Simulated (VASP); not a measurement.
# CdSe (Fm-3m) in VASP: a series of runs

The runs below take CdSe through single point, relaxation of cell and atoms, with PBE, BLYP+D3(BJ).

Everything below comes from runs of VASP 6.6.1. Logs are shortened: lines on timing, memory, paths and dates and some standing lists are left out, and cuts for length are marked.

### Step 1. The cell of the first run

The structure is cubic, space group Fm-3m (No. 225). Conventional cell: a = 5.748 Å, b = 5.748 Å, c = 5.748 Å, α = 90.00°, β = 90.00°, γ = 90.00°. Within 3.8 Å of Cd (site symmetry m-3m) lie 6 Se at 2.87 Å. Within 3.8 Å of Se (site symmetry m-3m) lie 6 Cd at 2.87 Å.

### Step 2. Single point, PBE

Contents of INCAR:

```
ALGO = Normal ; EDIFF = 1E-7
ENCUT = 520 ; GGA = PE
ISIF = 2 ; ISMEAR = 0
LASPH = True ; LCHARG = True
LELF = True ; LREAL = False
LVHAR = True ; LWAVE = False
NBANDS = 16 ; NELM = 100
PREC = Accurate ; SIGMA = 0.028999999999999998
```

Contents of KPOINTS:

```
k-points
0
Gamma
  8 8 8
```

Contents of POSCAR:

```
CdSe
1.0
    0.0000000000      2.8739580000      2.8739580000
    2.8739580000      0.0000000000      2.8739580000
    2.8739580000      2.8739580000      0.0000000000
Cd Se
1 1
Direct
    0.0000000000      0.0000000000      0.0000000000
    0.5000000000      0.5000000000      0.5000000000
```

Potentials or basis: VASP PAW PBE potentials, release 64 (Cd, Se).

The run is started by

```
> cat potpaw_PBE.64/Cd/POTCAR potpaw_PBE.64/Se/POTCAR > POTCAR
> mpirun -np 1 vasp_std > vasp.out
```

OUTCAR:

```text
EDIFF = 1E-7
   ENCUT = 520
   GGA = PE
   ISIF = 2
   ISMEAR = 0
   LASPH = True
   LREAL = False
   NELM = 100
   PREC = Accurate

 ion  position               nearest neighbor table
   1  0.000  0.000  0.000-   2 2.87   2 2.87   2 2.87   2 2.87   2 2.87   2 2.87
   2  0.500  0.500  0.500-   1 2.87   1 2.87   1 2.87   1 2.87   1 2.87   1 2.87

  LATTYP: Found a face centered cubic cell.
 ALAT       =     5.7479160000

  Lattice vectors:

 A1 = (   0.0000000000,   2.8739580000,   2.8739580000)
 A2 = (   2.8739580000,   0.0000000000,   2.8739580000)
 A3 = (   2.8739580000,   2.8739580000,   0.0000000000)

Analysis of symmetry for initial positions (statically):
=====================================================================
 Subroutine PRICEL returns:
 Original cell was already a primitive cell.

 Routine SETGRP: Setting up the symmetry group for a
 face centered cubic supercell.

 Subroutine GETGRP returns: Found 48 space group operations
 (whereof 48 operations were pure point group operations)
 out of a pool of 48 trial point group operations.

The static configuration has the point symmetry O_h .

Analysis of symmetry for dynamics (positions and initial velocities):
=====================================================================
 Subroutine PRICEL returns:
 Original cell was already a primitive cell.

 Routine SETGRP: Setting up the symmetry group for a
 face centered cubic supercell.

 Subroutine GETGRP returns: Found 48 space group operations
 (whereof 48 operations were pure point group operations)
 out of a pool of 48 trial point group operations.

The dynamic configuration has the point symmetry O_h .

 Subroutine INISYM returns: Found 48 space group operations
 (whereof 48 operations are pure point group operations),
 and found     1 'primitive' translations

----------------------------------------------------------------------------------------

                                     Primitive cell

  volume of cell :      47.4757

  direct lattice vectors                    reciprocal lattice vectors
     0.000000000  2.873958000  2.873958000    -0.173976098  0.173976098  0.173976098
     2.873958000  0.000000000  2.873958000     0.173976098 -0.173976098  0.173976098
     2.873958000  2.873958000  0.000000000     0.173976098  0.173976098 -0.173976098

  length of vectors
     4.064390381  4.064390381  4.064390381     0.301335442  0.301335442  0.301335442

  position of ions in fractional coordinates (direct lattice)
     0.000000000  0.000000000  0.000000000
     0.500000000  0.500000000  0.500000000

  ion indices of the primitive-cell ions
   primitive index   ion index
                 1           1
                 2           2

----------------------------------------------------------------------------------------

 KPOINTS: k-points

Automatic generation of k-mesh.
 Grid dimensions read from file:
 generate k-points for:    8    8    8

 Generating k-lattice:

  Cartesian coordinates                     Fractional coordinates (reciprocal lattice)
    -0.021747012  0.021747012  0.021747012     0.125000000  0.000000000  0.000000000
     0.021747012 -0.021747012  0.021747012     0.000000000  0.125000000  0.000000000
     0.021747012  0.021747012 -0.021747012     0.000000000  0.000000000  0.125000000

  Length of vectors
     0.037666930  0.037666930  0.037666930

  Shift w.r.t. Gamma in fractional coordinates (k-lattice)
     0.000000000  0.000000000  0.000000000

 Subroutine IBZKPT returns following result:
 ===========================================

 Found     29 irreducible k-points:

 Following reciprocal coordinates:
            Coordinates               Weight
  0.000000  0.000000  0.000000      1.000000
  0.125000  0.000000  0.000000      8.000000
  0.250000  0.000000  0.000000      8.000000
  0.375000  0.000000  0.000000      8.000000
  0.500000  0.000000  0.000000      4.000000
  0.125000  0.125000  0.000000      6.000000
[... 16 lines left out ...]
  0.500000  0.250000  0.125000     48.000000
 -0.375000  0.250000  0.125000     24.000000
 [... further k-points ...]
   k-points           NKPTS =     29   k-points in BZ     NKDIM =     29   number of bands    NBANDS=     16
   number of dos      NEDOS =    301   number of ions     NIONS =      2
   total plane-waves  NPLWV =  27000
   dimension x,y,z NGX =    30 NGY =   30 NGZ =   30
   dimension x,y,z NGXF=    60 NGYF=   60 NGZF=   60
   ions per type =               1   1
   NGX,Y,Z   is equivalent  to a cutoff of  12.27, 12.27, 12.27 a.u.
   NGXF,Y,Z  is equivalent  to a cutoff of  24.54, 24.54, 24.54 a.u.
 SYSTEM =  unknown system
   PREC   = accura    normal or accurate (medium, high low for compatibility)
   ISTART =      0    job   : 0-new  1-cont  2-samecut
   ICHARG =      2    charge: 1-file 2-atom 10-const
   ISPIN  =      1    spin polarized calculation?
   LNONCOLLINEAR =      F non collinear calculations
   LSORBIT =      F    spin-orbit coupling
   LASPH  =      T    aspherical Exc in radial PAW
   ENCUT  =  520.0 eV  38.22 Ry    6.18 a.u.   7.56  7.56  7.56*2*pi/ulx,y,z
   NELM   =    100;   NELMIN=  2; NELMDL= -5     # of ELM steps
   EDIFF  = 0.1E-06   stopping-criterion for ELM
   LREAL  =      F    real-space projection
   EDIFFG = 0.1E-05   stopping-criterion for IOM
   NSW    =      0    number of steps for IOM
   IBRION =     -1    ionic relax: 0-MD 1-quasi-New 2-CG
   NFREE  =      0    steps in history (QN), initial steepest desc. (CG)
   ISIF   =      2    stress and relaxation
   ISYM   =      2    0-nonsym 1-usesym 2-fastsym
   POTIM  = 0.5000    time-step for ionic-motion
   TEBEG  =    0.0;   TEEND  =   0.0 temperature during run
   PSTRESS=    0.0 pullay stress
   NELECT =      18.0000    total number of electrons
   NUPDOWN=      -1.0000    fix difference up-down
   EMIN   =  10.00;   EMAX   =-10.00  energy-range for DOS
   EFERMI =   0.00;   METHOD = LEGACY
   ISMEAR =     0;   SIGMA  =   0.03  broadening in eV -4-tet -1-fermi 0-gaus
   EFERMI_NEDOS =   21; number of points for ismear=-14 and -15
   IALGO  =     38    algorithm
   IMIX   =      4    mixing-type and parameters
     AMIX     =   0.40;   BMIX     =  1.00
     AMIX_MAG =   1.60;   BMIX_MAG =  1.00
  volume/ion in A,a.u.               =      23.74       160.19
  Fermi-wavevector in a.u.,A,eV,Ry     =   1.184882  2.239103 19.101849  1.403946
  Thomas-Fermi vector in A             =   2.321088
   LORBIT       =      0    0 simple, 1 ext, 2 COOP (PROOUT), +10 PAW based schemes
   GGA     = PE    functional components
   LHFCALC =     F    Hartree Fock is set to
   AEXX    =    0.0000 exact exchange contribution
   IVDW    =     0    specifies the selected vdW correction
   LEPSILON=     F    determine dielectric tensor
   LRPA    =     F    only Hartree local field effects (RPA)
 non-spin polarized calculation
 Gauss-broadening in eV      SIGMA  =   0.03
  energy-cutoff  :      520.00
  volume of cell :       47.48
 maximum number of plane-waves:      1303
   NGX = 15   NGY = 15   NGZ = 15

 number of electron      18.0000008 magnetization

 Free energy of the ion-electron system (eV)
  ---------------------------------------------------
  ext. energy  EPLUGINS =         0.00000000
  ---------------------------------------------------
  free energy    TOTEN  =        -5.20398080 eV

  energy without entropy =       -5.20358154  energy(sigma->0) =       -5.20378117

 E-fermi :   2.2757     XC(G=0):  -9.9994

 val. band max:        2.2520554010   @ k =  -0.2500   0.1250   0.0000
 cond. band min:       2.3440196910   @ k =   0.0000   0.0000   0.0000
 fundamental gap:      0.0919642899
 Fermi energy:         2.2757333827

 k-point     1 :       0.0000    0.0000    0.0000
  band No.  band energies     occupation
      1     -10.6164      2.00000
      2      -5.6585      2.00000
      3      -5.6585      2.00000
      4      -5.6426      2.00000
      5      -5.6426      2.00000
      6      -5.6426      2.00000
[... 8 lines left out ...]
     15      12.0245      0.00000
     16      12.0245      0.00000

 k-point     2 :       0.1250    0.0000    0.0000
  band No.  band energies     occupation
      1     -10.5059      2.00000
      2      -5.6898      2.00000
      3      -5.6898      2.00000
      4      -5.6514      2.00000
      5      -5.6244      2.00000
      6      -5.6244      2.00000
[... 8 lines left out ...]
     15      11.6495      0.00000
     16      11.8524      0.00000

 k-point     3 :       0.2500    0.0000    0.0000
  band No.  band energies     occupation
      1     -10.2133      2.00000
      2      -5.7675      2.00000
      3      -5.7675      2.00000
      4      -5.6839      2.00000
      5      -5.5763      2.00000
      6      -5.5763      2.00000
[... 8 lines left out ...]
     15      12.4696      0.00000
     16      12.4696      0.00000

 k-point     4 :       0.3750    0.0000    0.0000
  band No.  band energies     occupation
      1      -9.8720      2.00000
      2      -5.8431      2.00000
      3      -5.8431      2.00000
      4      -5.7447      2.00000
      5      -5.5271      2.00000
      6      -5.5271      2.00000
[... 8 lines left out ...]
     15      13.8961      0.00000
     16      13.8961      0.00000

 k-point     5 :       0.5000    0.0000    0.0000
  band No.  band energies     occupation
      1      -9.7105      2.00000
      2      -5.8738      2.00000
      3      -5.8738      2.00000
      4      -5.7853      2.00000
      5      -5.5065      2.00000
      6      -5.5065      2.00000
[... 8 lines left out ...]
     15      15.1246      0.00000
     16      15.1246      0.00000

 k-point     6 :       0.1250    0.1250    0.0000
  band No.  band energies     occupation
      1     -10.4743      2.00000
      2      -5.7257      2.00000
      3      -5.6578      2.00000
      4      -5.6474      2.00000
      5      -5.6225      2.00000
      6      -5.6225      2.00000
[... 8 lines left out ...]
     15      13.2888      0.00000
     16      13.2888      0.00000

 k-point     7 :       0.2500    0.1250    0.0000
  band No.  band energies     occupation
      1     -10.2573      2.00000
      2      -5.7770      2.00000
      3      -5.6871      2.00000
      4      -5.6741      2.00000
      5      -5.5924      2.00000
      6      -5.5719      2.00000
[... 8 lines left out ...]
     15      13.3493      0.00000
     16      13.5205      0.00000

 k-point     8 :       0.3750    0.1250    0.0000
  band No.  band energies     occupation
      1      -9.9500      2.00000
      2      -5.8037      2.00000
      3      -5.7658      2.00000
      4      -5.7043      2.00000
      5      -5.5473      2.00000
      6      -5.5205      2.00000
[... 8 lines left out ...]
     15      13.9328      0.00000
     16      14.6088      0.00000

 k-point     9 :       0.5000    0.1250    0.0000
  band No.  band energies     occupation
      1      -9.7333      2.00000
      2      -5.8336      2.00000
      3      -5.7883      2.00000
      4      -5.7475      2.00000
      5      -5.5070      2.00000
      6      -5.5014      2.00000
[... 8 lines left out ...]
     15      15.0818      0.00000
     16      15.2533      0.00000
[... 172 lines left out ...]
 k-point    19 :       0.5000    0.3750    0.0000
  band No.  band energies     occupation
      1      -9.8280      2.00000
      2      -5.7302      2.00000
      3      -5.6256      2.00000
      4      -5.4940      2.00000
      5      -5.4691      2.00000
      6      -5.1409      2.00000
[... 8 lines left out ...]
     15      16.3800      0.00000
     16      17.1048      0.00000

 k-point    20 :      -0.3750    0.3750    0.0000
  band No.  band energies     occupation
      1      -9.7517      2.00000
      2      -5.7106      2.00000
      3      -5.7086      2.00000
      4      -5.5444      2.00000
      5      -5.4806      2.00000
      6      -5.1816      2.00000
[... 8 lines left out ...]
     15      14.7522      0.00000
     16      17.1068      0.00000

 k-point    21 :       0.5000    0.5000    0.0000
  band No.  band energies     occupation
      1      -9.8450      2.00000
      2      -5.7463      2.00000
      3      -5.5827      2.00000
      4      -5.4568      2.00000
      5      -5.4568      2.00000
      6      -4.9780      2.00000
[... 8 lines left out ...]
     15      16.5778      0.00000
     16      17.1335      0.00000

 k-point    22 :       0.3750    0.2500    0.1250
  band No.  band energies     occupation
      1     -10.0480      2.00000
      2      -5.7754      2.00000
      3      -5.7146      2.00000
      4      -5.6814      2.00000
      5      -5.5619      2.00000
      6      -5.5184      2.00000
[... 8 lines left out ...]
     15      14.7006      0.00000
     16      14.9263      0.00000

 k-point    23 :       0.5000    0.2500    0.1250
  band No.  band energies     occupation
      1      -9.8217      2.00000
      2      -5.7885      2.00000
      3      -5.7164      2.00000
      4      -5.6774      2.00000
      5      -5.5206      2.00000
      6      -5.4621      2.00000
[... 8 lines left out ...]
     15      14.8875      0.00000
     16      15.4955      0.00000

 k-point    24 :      -0.3750    0.2500    0.1250
  band No.  band energies     occupation
      1      -9.7223      2.00000
      2      -5.8142      2.00000
      3      -5.6919      2.00000
      4      -5.6721      2.00000
      5      -5.4965      2.00000
      6      -5.4364      2.00000
[... 8 lines left out ...]
     15      13.3898      0.00000
     16      16.1667      0.00000

 [... further k-points ...]

------------------------ aborting loop because EDIFF is reached ----------------------------------------

  FORCE on cell =-STRESS in cart. coord.  units (eV):
  Direction    XX          YY          ZZ          XY          YZ          ZX
  --------------------------------------------------------------------------------------
  -------------------------------------------------------------------------------------
  Total       -0.0042394     -0.0042394     -0.0042394      0.0000000      0.0000000      0.0000000
  in kB       -0.1430691     -0.1430691     -0.1430691      0.0000000      0.0000000      0.0000000
  external PRESSURE =      -0.1430691 kB  Pullay stress =       0.0000000 kB

 VOLUME and BASIS-vectors are now :
 -----------------------------------------------------------------------------
  energy-cutoff  :      520.00
  volume of cell :       47.48
      direct lattice vectors                 reciprocal lattice vectors
     0.000000000  2.873958000  2.873958000    -0.173976098  0.173976098  0.173976098
     2.873958000  0.000000000  2.873958000     0.173976098 -0.173976098  0.173976098
     2.873958000  2.873958000  0.000000000     0.173976098  0.173976098 -0.173976098

 POSITION                                       TOTAL-FORCE (eV/Angst)
 -----------------------------------------------------------------------------------
      0.00000      0.00000      0.00000        -0.000000      0.000000     -0.000000
      2.87396      2.87396      2.87396         0.000000      0.000000      0.000000
 -----------------------------------------------------------------------------------
    total drift:                               -0.000000      0.000000      0.000000

  FREE ENERGIE OF THE ION-ELECTRON SYSTEM (eV)
  ---------------------------------------------------
  free  energy   TOTEN  =        -5.2039808043 eV

  energy  without entropy=       -5.2035815365  energy(sigma->0) =       -5.20378117
```

Wall time 36 s (1 thread of Intel Xeon Platinum 8259CL at 2.50GHz (Skylake/Cascade Lake), shared host); peak memory 0.17 GiB.

Results:

```
Free energy            : -5.2040 eV
Pressure               : 0.0 GPa
Band gap on the k mesh : zero (band 9 reaches 2.25 eV, above the bottom of band 10 at 1.81 eV)
```

Levels at points of the mesh, in eV from the Fermi level:
| k point | band 5 | band 6 | band 7 | band 8 | band 9 | band 10 | band 11 | band 12 | band 13 | band 14 |
| --- | --- | --- | --- | --- | --- | --- | --- | --- | --- | --- |
| (0.00, 0.00, 0.00) | -7.92 | -7.92 | -0.61 | -0.61 | -0.61 | 0.07 | 8.63 | 8.63 | 8.63 | 9.75 |
| (0.50, 0.00, 0.00) | -7.78 | -7.78 | -4.94 | -0.06 | -0.06 | 3.02 | 5.26 | 5.26 | 5.90 | 11.22 |
| (0.50, 0.50, 0.00) | -7.73 | -7.25 | -4.08 | -2.05 | -2.05 | -0.46 | 5.46 | 9.70 | 10.29 | 10.29 |

[end of part 1 of 2]
